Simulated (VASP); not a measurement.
Runs of VASP 6.6.1 on Ag. The structure is that of space group P6/mmm (No. 191), or close to it. The cells are those of the table. 

```csv
cell,gap on the mesh (eV),pressure (GPa)
"a = 4.490, b = 4.490, c = 2.690 Å, angles 90.0, 90.0, 120.0°, 3 atoms",none,(a)
"a = 4.794, b = 4.794, c = 2.872 Å, angles 90.0, 90.0, 120.0°, 3 atoms",none,(b)
"a = 4.677, b = 4.677, c = 2.802 Å, angles 90.0, 90.0, 120.0°, 3 atoms",none,-4.1
"a = 4.554, b = 4.554, c = 2.729 Å, angles 90.0, 90.0, 120.0°, 3 atoms",none,4.9
"a = 4.424, b = 4.424, c = 2.651 Å, angles 90.0, 90.0, 120.0°, 3 atoms",none,20.2
```

Alike in all rows: task single point; level PBEsol; potentials or basis VASP PAW PBE potentials, release 64 (Ag); no spin polarisation; k mesh 9 × 9 × 13; cutoff (eV) 520; smearing fermi-dirac 0.1 eV.

**Question.** Fill in the values left out.

**Answer.** (a) 11.5; (b) -9.3.

Caveats: the PAW data sets were made with another functional, which shifts forces and pressure a little.

A k mesh can miss the band edges, and the runs leave out spin-orbit coupling on Ag.

A gap of «none» marks levels without a gap at the run's occupations.
